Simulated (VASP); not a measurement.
# In (P6_3/mmc) in VASP: relaxation of cell and atoms with PBE

Aim: the relaxation of cell and atoms of In with PBE.

Program: VASP 6.6.1. These are calculated values, not measurements. Logs are shortened: lines on timing, memory, paths and dates and some standing lists are left out, and cuts for length are marked.

### 1 The cell of the first run

It takes space group P6_3/mmc (No. 194, hexagonal). The conventional cell has a = 2.718 Å, b = 2.718 Å, c = 4.403 Å, α = 90.00°, β = 90.00°, γ = 120.00°. Within 3.6 Å of In (site symmetry -6m2) lie 12 In at 2.70 to 2.72 Å.

This isn't the form of In at room conditions, which is tetragonal.

### 2 Relaxation of cell and atoms, PBE, target pressure 140 GPa, at which the enthalpy is minimised

Input file INCAR:

```
SYSTEM = In
ALGO = Normal
EDIFF = 1E-6
EDIFFG = -0.005
ENCUT = 600
GGA = PE
IBRION = 2
ISIF = 3
ISMEAR = -1
LASPH = .TRUE.
LCHARG = .FALSE.
LREAL = .FALSE.
LWAVE = .FALSE.
NELM = 60
NSW = 60
PREC = Accurate
PSTRESS = 1400.0
SIGMA = 0.08
```

Input file KPOINTS:

```
k-points
0
G
  16 16 9
  0 0 0
```

Input file POSCAR:

```
In
1.0
    2.7178591101      0.0000000000      0.0000000000
   -1.3589295550      2.3537350332      0.0000000000
    0.0000000000      0.0000000000      4.4029317583
In
2
Direct
    0.3333333333      0.6666666667      0.2500000000
    0.6666666667      0.3333333333      0.7500000000
```

Potentials or basis: VASP PAW PBE potentials, release 64 (In_d).

On the command line:

```
cat potpaw_PBE.64/In_d/POTCAR > POTCAR
mpirun -np 1 vasp_std > vasp.out
```

OUTCAR:

```text
SYSTEM = In
   EDIFF = 1E-6
   EDIFFG = -0.005
   ENCUT = 600
   GGA = PE
   IBRION = 2
   ISIF = 3
   ISMEAR = -1
   LASPH = .TRUE.
   LREAL = .FALSE.
   NELM = 60
   NSW = 60
   PREC = Accurate
   PSTRESS = 1400.0

 ion  position               nearest neighbor table
   1  0.333  0.667  0.250-   2 2.70   2 2.70   2 2.70   2 2.70   2 2.70   2 2.70   2 3.83   2 3.83
                             2 3.83   2 3.83   2 3.83   2 3.83
   2  0.667  0.333  0.750-   1 2.70   1 2.70   1 2.70   1 2.70   1 2.70   1 2.70   1 3.83   1 3.83
                             1 3.83   1 3.83   1 3.83   1 3.83

  LATTYP: Found a hexagonal cell.
 ALAT       =     2.7178591101
 C/A-ratio  =     1.6200000000

  Lattice vectors:

 A1 = (   2.7178591101,   0.0000000000,   0.0000000000)
 A2 = (  -1.3589295550,   2.3537350332,   0.0000000000)
 A3 = (   0.0000000000,   0.0000000000,   4.4029317583)

Analysis of symmetry for initial positions (statically):
=====================================================================
 Subroutine PRICEL returns:
 Original cell was already a primitive cell.

 Routine SETGRP: Setting up the symmetry group for a
 hexagonal supercell.

 Subroutine GETGRP returns: Found 24 space group operations
 (whereof 12 operations were pure point group operations)
 out of a pool of 24 trial point group operations.

The static configuration has the point symmetry D_3d.
 The point group associated with its full space group is D_6h.

Analysis of symmetry for dynamics (positions and initial velocities):
=====================================================================
 Subroutine PRICEL returns:
 Original cell was already a primitive cell.

 Routine SETGRP: Setting up the symmetry group for a
 hexagonal supercell.

 Subroutine GETGRP returns: Found 24 space group operations
 (whereof 12 operations were pure point group operations)
 out of a pool of 24 trial point group operations.

The dynamic configuration has the point symmetry D_3d.
 The point group associated with its full space group is D_6h.

 Subroutine INISYM returns: Found 24 space group operations
 (whereof 12 operations are pure point group operations),
 and found     1 'primitive' translations

----------------------------------------------------------------------------------------

                                     Primitive cell

  volume of cell :      28.1661

  direct lattice vectors                    reciprocal lattice vectors
     2.717859110  0.000000000  0.000000000     0.367936659  0.212428329  0.000000000
    -1.358929555  2.353735033  0.000000000     0.000000000  0.424856658  0.000000000
     0.000000000  0.000000000  4.402931758     0.000000000  0.000000000  0.227121394

  length of vectors
     2.717859110  2.717859110  4.402931758     0.424856658  0.424856658  0.227121394

  position of ions in fractional coordinates (direct lattice)
     0.333333333  0.666666667  0.250000000
     0.666666667  0.333333333  0.750000000

  ion indices of the primitive-cell ions
   primitive index   ion index
                 1           1
                 2           2

----------------------------------------------------------------------------------------

 KPOINTS: k-points

Automatic generation of k-mesh.
 Grid dimensions read from file:
 generate k-points for:   16   16    9

 Generating k-lattice:

  Cartesian coordinates                     Fractional coordinates (reciprocal lattice)
     0.022996041  0.013276771  0.000000000     0.062500000  0.000000000  0.000000000
     0.000000000  0.026553541  0.000000000     0.000000000  0.062500000  0.000000000
     0.000000000  0.000000000  0.025235710     0.000000000  0.000000000  0.111111111

  Length of vectors
     0.026553541  0.026553541  0.025235710

  Shift w.r.t. Gamma in fractional coordinates (k-lattice)
     0.000000000  0.000000000  0.000000000

 Subroutine IBZKPT returns following result:
 ===========================================

 Found    150 irreducible k-points:

 Following reciprocal coordinates:
            Coordinates               Weight
  0.000000  0.000000  0.000000      1.000000
  0.062500  0.000000  0.000000      6.000000
  0.125000  0.000000  0.000000      6.000000
  0.187500  0.000000  0.000000      6.000000
  0.250000  0.000000  0.000000      6.000000
  0.312500  0.000000  0.000000      6.000000
[... 16 lines left out ...]
  0.187500  0.187500  0.000000      6.000000
  0.250000  0.187500  0.000000     12.000000
 [... further k-points ...]
   k-points           NKPTS =    150   k-points in BZ     NKDIM =    150   number of bands    NBANDS=     17
   number of dos      NEDOS =    301   number of ions     NIONS =      2
   total plane-waves  NPLWV =  20736
   dimension x,y,z NGX =    24 NGY =   24 NGZ =   36
   dimension x,y,z NGXF=    48 NGYF=   48 NGZF=   72
   ions per type =               2
   NGX,Y,Z   is equivalent  to a cutoff of  14.68, 14.68, 13.59 a.u.
   NGXF,Y,Z  is equivalent  to a cutoff of  29.36, 29.36, 27.19 a.u.
 SYSTEM =  In
   PREC   = accura    normal or accurate (medium, high low for compatibility)
   ISTART =      0    job   : 0-new  1-cont  2-samecut
   ICHARG =      2    charge: 1-file 2-atom 10-const
   ISPIN  =      1    spin polarized calculation?
   LNONCOLLINEAR =      F non collinear calculations
   LSORBIT =      F    spin-orbit coupling
   LASPH  =      T    aspherical Exc in radial PAW
   ENCUT  =  600.0 eV  44.10 Ry    6.64 a.u.   5.43  5.43  8.79*2*pi/ulx,y,z
   NELM   =     60;   NELMIN=  2; NELMDL= -5     # of ELM steps
   EDIFF  = 0.1E-05   stopping-criterion for ELM
   LREAL  =      F    real-space projection
   EDIFFG = -.5E-02   stopping-criterion for IOM
   NSW    =     60    number of steps for IOM
   IBRION =      2    ionic relax: 0-MD 1-quasi-New 2-CG
   NFREE  =      1    steps in history (QN), initial steepest desc. (CG)
   ISIF   =      3    stress and relaxation
   ISYM   =      2    0-nonsym 1-usesym 2-fastsym
   POTIM  = 0.5000    time-step for ionic-motion
   TEBEG  =    0.0;   TEEND  =   0.0 temperature during run
   PSTRESS= 1400.0 pullay stress
   NELECT =      26.0000    total number of electrons
   NUPDOWN=      -1.0000    fix difference up-down
   EMIN   =  10.00;   EMAX   =-10.00  energy-range for DOS
   EFERMI =   0.00;   METHOD = LEGACY
   ISMEAR =    -1;   SIGMA  =   0.08  broadening in eV -4-tet -1-fermi 0-gaus
   EFERMI_NEDOS =   21; number of points for ismear=-14 and -15
   IALGO  =     38    algorithm
   IMIX   =      4    mixing-type and parameters
     AMIX     =   0.40;   BMIX     =  1.00
     AMIX_MAG =   1.60;   BMIX_MAG =  1.00
  volume/ion in A,a.u.               =      14.08        95.04
  Fermi-wavevector in a.u.,A,eV,Ry     =   1.594008  3.012238 34.570513  2.540861
  Thomas-Fermi vector in A             =   2.692149
   LORBIT       =      0    0 simple, 1 ext, 2 COOP (PROOUT), +10 PAW based schemes
   GGA     = PE    functional components
   LHFCALC =     F    Hartree Fock is set to
   AEXX    =    0.0000 exact exchange contribution
   IVDW    =     0    specifies the selected vdW correction
   LEPSILON=     F    determine dielectric tensor
   LRPA    =     F    only Hartree local field effects (RPA)
 conjugate gradient relaxation of ions
 non-spin polarized calculation
  energy-cutoff  :      600.00
  volume of cell :       28.17
 maximum number of plane-waves:       966
 NGX is ok and might be reduce to    24
   NGX = 11   NGY = 11   NGZ = 17

--------------------------------------- Ionic step        1  -------------------------------------------

 number of electron      25.9999999 magnetization

 Free energy of the ion-electron system (eV)
  ---------------------------------------------------
  ext. energy  EPLUGINS =         0.00000000
  ---------------------------------------------------
  free energy    TOTEN  =         0.62101253 eV

  energy without entropy =        0.63510455  energy(sigma->0) =        0.62805854

------------------------ aborting loop because EDIFF is reached ----------------------------------------

  FORCE on cell =-STRESS in cart. coord.  units (eV):
  Direction    XX          YY          ZZ          XY          YZ          ZX
  --------------------------------------------------------------------------------------
  -------------------------------------------------------------------------------------
  Total       22.9645627     22.9645627     24.5755379      0.0000000      0.0000000      0.0000000
  in kB     1306.2981022   1306.2981022   1397.9355479      0.0000000      0.0000000      0.0000000
  external PRESSURE =     -63.1560826 kB  Pullay stress =    1400.0000000 kB
[... 93 lines left out ...]
  FREE ENERGIE OF THE ION-ELECTRON SYSTEM (eV)
  ---------------------------------------------------
  free  energy   TOTEN  =         0.9700093475 eV

  energy  without entropy=        0.9836684543  energy(sigma->0) =        0.97683890

  enthalpy is  TOTEN    =        25.2200627478 eV   P V=       24.2500534002

[... ionic steps 4 to 8 ...]

--------------------------------------- Ionic step        9  -------------------------------------------

 number of electron      26.0000015 magnetization

------------------------ aborting loop because EDIFF is reached ----------------------------------------

  FORCE on cell =-STRESS in cart. coord.  units (eV):
  Direction    XX          YY          ZZ          XY          YZ          ZX
  --------------------------------------------------------------------------------------
  -------------------------------------------------------------------------------------
  Total       24.3151065     24.3151065     24.3133797      0.0000000     -0.0000000      0.0000000
  in kB     1399.4256120   1399.4256117   1399.3262305      0.0000001     -0.0000000      0.0000000
  external PRESSURE =      -0.6075153 kB  Pullay stress =    1400.0000000 kB
[... 61 lines left out ...]
  enthalpy is  TOTEN    =        25.2120641316 eV   P V=       24.3245556724

--------------------------------------- Ionic step       11  -------------------------------------------

 number of electron      26.0000015 magnetization

 Free energy of the ion-electron system (eV)
  ---------------------------------------------------
  ext. energy  EPLUGINS =         0.00000000
  ---------------------------------------------------
  free energy    TOTEN  =         0.88838107 eV

  energy without entropy =        0.90176100  energy(sigma->0) =        0.89507104

 E-fermi :  18.0919     XC(G=0): -13.6519

 val. band max:       18.0768970846   @ k =   0.4375   0.0625   0.0000
 cond. band min:      18.1510605956   @ k =   0.3125   0.0625   0.3333
 fundamental gap:      0.0741635110
 Fermi energy:        18.0919266316

 k-point     1 :       0.0000    0.0000    0.0000
  band No.  band energies     occupation
      1       0.3174      2.00000
      2       1.1029      2.00000
      3       1.2485      2.00000
      4       1.2485      2.00000
      5       1.4087      2.00000
      6       1.4087      2.00000
[... 9 lines left out ...]
     16      31.2876      0.00000
     17      31.5260      0.00000
[... 443 lines left out ...]
      1       0.6247      2.00000
      2       0.6829      2.00000
      3       0.8607      2.00000
      4       1.2122      2.00000
      5       1.5709      2.00000
      6       1.7028      2.00000
[... 9 lines left out ...]
     16      25.5906      0.00000
     17      25.7710      0.00000

 [... further k-points ...]

------------------------ aborting loop because EDIFF is reached ----------------------------------------

  FORCE on cell =-STRESS in cart. coord.  units (eV):
  Direction    XX          YY          ZZ          XY          YZ          ZX
  --------------------------------------------------------------------------------------
  -------------------------------------------------------------------------------------
  Total       24.3255294     24.3255294     24.3261111      0.0000000      0.0000000      0.0000000
  in kB     1400.1062459   1400.1062457   1400.1397302      0.0000001      0.0000000      0.0000000
  external PRESSURE =       0.1174073 kB  Pullay stress =    1400.0000000 kB
[... 17 lines left out ...]
  FREE ENERGIE OF THE ION-ELECTRON SYSTEM (eV)
  ---------------------------------------------------
  free  energy   TOTEN  =         0.8883810688 eV

  energy  without entropy=        0.9017610034  energy(sigma->0) =        0.89507104

  enthalpy is  TOTEN    =        25.2120645025 eV   P V=       24.3236834337

 reached required accuracy - stopping structural energy minimisation
```

Run time: 3.2 min. Hardware: 1 thread of Intel Xeon 6975P-C (Granite Rapids), shared host; peak memory 0.21 GiB.

Results:

```
Free energy                                                : 0.8884 eV
Relaxed volume                                             : 13.92 Å³/atom
Relaxed cell                                               : a = 2.685 Å, b = 2.685 Å, c = 4.458 Å, α = 90.00°, β = 90.00°, γ = 120.00°
Space group after relaxing (to 0.1 Å)                      : P6_3/mmc (No. 194)
Energy change on relaxing (the run minimises the enthalpy) : +133.7 meV/atom
Ionic steps                                                : 11
Pressure after relaxing                                    : 140.0 GPa
Band gap on the k mesh                                     : zero (bands 13 and 14 overlap by 7.83 eV)
```

The path:
```tsv
step	energy change (eV)	largest force (eV/Å)	pressure (GPa)	volume (Å³)
1	0.0000	0.0000	133.68	28.17
2	2.1709	0.0000	184.58	25.95
3	0.3490	0.0000	141.97	27.75
4	0.2080	0.0000	138.56	27.91
5	0.2632	0.0000	139.89	27.84
6	0.2647	0.0000	139.96	27.84
7	0.2758	0.0000	140.20	27.83
8	0.2680	0.0000	140.02	27.84
9	0.2660	0.0000	139.94	27.84
10	0.2665	0.0000	139.96	27.84
11	0.2674	0.0000	140.01	27.84
```

Final structure:
```cif
data_structure
_symmetry_space_group_name_H-M 'P 1'
_symmetry_Int_Tables_number 1
_cell_length_a 2.6852
_cell_length_b 2.6852
_cell_length_c 4.4578
_cell_angle_alpha 90.000
_cell_angle_beta 90.000
_cell_angle_gamma 120.000
_cell_volume 27.84
loop_
_atom_site_label
_atom_site_type_symbol
_atom_site_fract_x
_atom_site_fract_y
_atom_site_fract_z
_atom_site_occupancy
In1 In 0.33333 0.66667 0.25000 1
In2 In 0.66667 0.33333 0.75000 1
```

Levels at points of the mesh, in eV from the Fermi level:
```tsv
k point	band 10	band 11	band 12	band 13	band 14	band 15	band 16	band 17
(0.00, 0.00, 0.00)	-15.53	-15.53	-7.64	-4.95	11.09	12.61	13.20	13.43
(0.50, 0.00, 0.00)	-15.29	-7.64	-6.65	0.14	0.24	2.63	3.51	5.10
```

Caveat: the cell is relaxed towards a set pressure, so the run minimises the enthalpy, not the energy; spin-orbit coupling is left out, which moves the levels of the heavy elements.

The gap in the log of VASP goes by the Fermi energy; the results here count the filled bands.